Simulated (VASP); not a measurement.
Crystal: TeP2.

```
CELL_PARAMETERS angstrom
3.23692 0.00000 0.00000
0.00000 3.23692 0.00000
0.00000 0.00000 6.67857
ATOMIC_POSITIONS crystal
Te 0.00000 0.00000 0.00000
P 0.50000 0.50000 0.29500
P 0.50000 0.50000 0.70500
```

The cell was built from a structure type or drawn by symmetry, and may not be a known phase.

| Item | Value |
| --- | --- |
| Program | VASP 6.6.1 |
| Task | relaxation of cell and atoms |
| Functional | PBE |
| Potentials or basis | VASP PAW PBE potentials, release 64 (Te, P) |
| Cutoff | 600 eV |
| k mesh | 6 × 6 × 4 |
| Occupations | gaussian, width 0.1 eV |
| Spin | no spin polarisation |

At the start: pressure -4.6 GPa; volume 23.33 Å³/atom.

How do energy, volume and symmetry change on relaxing?

Over 24 steps the energy falls by 473.1 meV/atom and the volume is 22.88 Å³/atom (-1.9 %); space group P4/mmm (No. 123, to 0.1 Å) before and after.

The path:
| step | energy change (eV) | largest force (eV/Å) | pressure (GPa) | volume (Å³) |
| --- | --- | --- | --- | --- |
| 1 | 0.0000 | 0.7967 | -4.64 | 69.98 |
| 2 | -0.4399 | 1.6129 | 0.86 | 63.23 |
| 3 | -0.5956 | 1.6700 | 7.75 | 58.69 |
| 4 | -0.7805 | 0.6438 | 9.51 | 58.41 |
| 5 | -0.4538 | 6.0071 | 20.77 | 57.55 |
| 6 | -0.8224 | 0.3971 | 10.18 | 58.30 |
| 7 | -0.8491 | 1.7323 | 13.76 | 57.96 |
| 8 | -0.8695 | 0.4830 | 11.75 | 58.12 |
| 9 | -1.0979 | 1.2756 | 7.79 | 61.43 |
| 10 | -1.1456 | 3.0700 | 3.57 | 68.88 |
| 11 | -1.1864 | 2.5112 | 4.45 | 66.30 |
| 12 | -1.3012 | 0.1197 | -2.13 | 70.81 |
| 13 | -1.3054 | 0.4260 | -1.24 | 70.03 |
| 14 | -1.3190 | 0.3626 | -0.94 | 69.47 |
| 15 | -1.3466 | 0.2310 | 0.19 | 67.83 |
| 16 | -1.3522 | 0.1367 | 3.49 | 64.57 |
| 17 | -1.3578 | 0.2161 | 1.91 | 66.02 |
| 18 | -1.3734 | 0.1287 | 1.63 | 66.32 |
| 19 | -1.4067 | 0.2851 | 0.68 | 67.20 |
| 20 | -1.4082 | 0.4363 | 0.36 | 67.52 |
| 21 | -1.4154 | 0.1404 | 0.38 | 68.13 |
| 22 | -1.4158 | 0.1913 | 0.37 | 68.02 |
| 23 | -1.4180 | 0.1112 | 0.22 | 68.28 |
| 24 | -1.4193 | 0.0059 | 0.00 | 68.63 |

Final structure:
```
CELL_PARAMETERS angstrom
3.70356 0.00000 0.00000
0.00000 3.70356 0.00000
0.00000 0.00000 5.00385
ATOMIC_POSITIONS crystal
Te 0.00000 0.00000 0.00000
P 0.50000 0.50000 0.29351
P 0.50000 0.50000 0.70649
```

Caveat: a cell axis changed by over 15 % at a fixed basis, so the end point is rough.
